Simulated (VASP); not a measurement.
Input of a VASP 6.6.1 run:

File INCAR:

```
SYSTEM = BeTe
PREC = Accurate ; ENCUT = 600
EDIFF = 1E-7 ; ISMEAR = 0
SIGMA = 0.1 ; LREAL = .FALSE.
LASPH = .TRUE. ; NELM = 80
ALGO = Normal ; ISIF = 3
LWAVE = .FALSE. ; LCHARG = .FALSE.
GGA = PE ; IBRION = 2
NSW = 90 ; EDIFFG = -0.04
```

The input KPOINTS:

```
regular mesh
0
G
  6 6 2
  0 0 0
```

Contents of POSCAR:

```
BeTe
1.0
    4.4172108700      0.0000000000      0.0000000000
   -2.2086054400      3.8254168300      0.0000000000
    0.0000000000      0.0000000000     10.2259410600
Be Te
4 4
Direct
    0.0000000000      0.0000000000      0.0000000000
    0.0000000000      0.0000000000      0.5000000000
    0.3333333300      0.6666666700      0.2500000000
    0.6666666700      0.3333333300      0.7500000000
    0.3333333300      0.6666666700      0.6363622500
    0.6666666700      0.3333333300      0.1363622500
    0.6666666700      0.3333333300      0.3636377500
    0.3333333300      0.6666666700      0.8636377500
```

Potentials or basis: VASP PAW PBE potentials, release 64 (Be, Te).

The run is started by

```bash
$ cat potpaw_PBE.64/Be/POTCAR potpaw_PBE.64/Te/POTCAR > POTCAR
$ mpirun -np 1 vasp_std > vasp.out
```

Task: Predict the relaxed volume.

Result: 19.78 Å³/atom.

Task: Predict the relaxed cell.

Result: a = 3.721 Å, b = 3.721 Å, c = 13.194 Å, α = 90.00°, β = 90.00°, γ = 120.00°.

Task: Estimate the space group after relaxing (to 0.1 Å).

Result: P6_3/mmc (No. 194).

Task: Estimate the band gap on the k mesh.

Result: Zero (bands 16 and 17 overlap by 1.04 eV).

Final structure:
```xyz
8
Lattice="3.7210 0.0000 0.0000 -1.8605 3.2225 0.0000 0.0000 0.0000 13.1939" Properties=species:S:1:pos:R:3 pbc="T T T"
Be    0.0000    0.0000    0.0000
Be    0.0000    0.0000    6.5969
Be    0.0000    2.1483    3.2985
Be    1.8605    1.0742    9.8954
Te    0.0000    2.1483    8.1747
Te    1.8605    1.0742    1.5778
Te    1.8605    1.0742    5.0191
Te    0.0000    2.1483   11.6161
```

Caveat: a cell axis changed by over 15 % at a fixed basis, so the end point is rough; spin-orbit coupling is left out, which moves the levels of the heavy elements.
